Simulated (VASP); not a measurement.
Crystal: SiGe3Ru2.

```
Si Ge Ru
1.0
     5.54208    0.00000    0.00000
    -2.77104    4.79958    0.00000
     0.00000    0.00000    3.90225
Si Ge Ru
1 3 2
Direct
  0.00000 0.00000 0.00000
  0.50000 0.00000 0.50000
  0.50000 0.50000 0.50000
  0.00000 0.50000 0.50000
  0.33333 0.66667 0.00000
  0.66667 0.33333 0.00000
```

The cell was generated, and may not be a known phase.

* Program: VASP 6.6.1
* Task: relaxation of cell and atoms
* Functional: PBE
* Potentials or basis: VASP PAW PBE potentials, release 64 (Si, Ge_d, Ru_pv)
* Cutoff: 600 eV
* k mesh: 6 × 6 × 4
* Occupations: gaussian, width 0.1 eV
* Spin: no spin polarisation

At the start: pressure -0.1 GPa; volume 17.30 Å³/atom.

**Question.** Where does the relaxation end?

**Answer.** Over 5 steps the energy falls by 3.1 meV/atom and the volume is 17.12 Å³/atom (-1.0 %); space group P6/mmm (No. 191, to 0.1 Å) before and after.

The path:
| step | energy change (eV) | largest force (eV/Å) | pressure (GPa) | volume (Å³) |
| --- | --- | --- | --- | --- |
| 1 | 0.0000 | 0.0000 | -0.13 | 103.80 |
| 2 | -0.0144 | 0.0000 | -0.49 | 103.58 |
| 3 | -0.0173 | 0.0000 | -0.75 | 103.41 |
| 4 | -0.0169 | 0.0000 | 0.91 | 101.98 |
| 5 | -0.0189 | 0.0000 | 0.02 | 102.73 |

Final structure:
```yaml
crystal:
  lattice:
    - [5.47002, 0.00000, 0.00000]
    - [-2.73501, 4.73718, 0.00000]
    - [0.00000, 0.00000, 3.96431]
  atoms:
    - { symbol: Si, position: [0.00000, 0.00000, 0.00000] }
    - { symbol: Ge, position: [0.50000, 0.00000, 0.50000] }
    - { symbol: Ge, position: [0.50000, 0.50000, 0.50000] }
    - { symbol: Ge, position: [0.00000, 0.50000, 0.50000] }
    - { symbol: Ru, position: [0.33333, 0.66667, 0.00000] }
    - { symbol: Ru, position: [0.66667, 0.33333, 0.00000] }
```

Caveat: the k points lie up to 0.40 Å⁻¹ apart in the final cell, too coarse for converged energies and pressures of a metal.
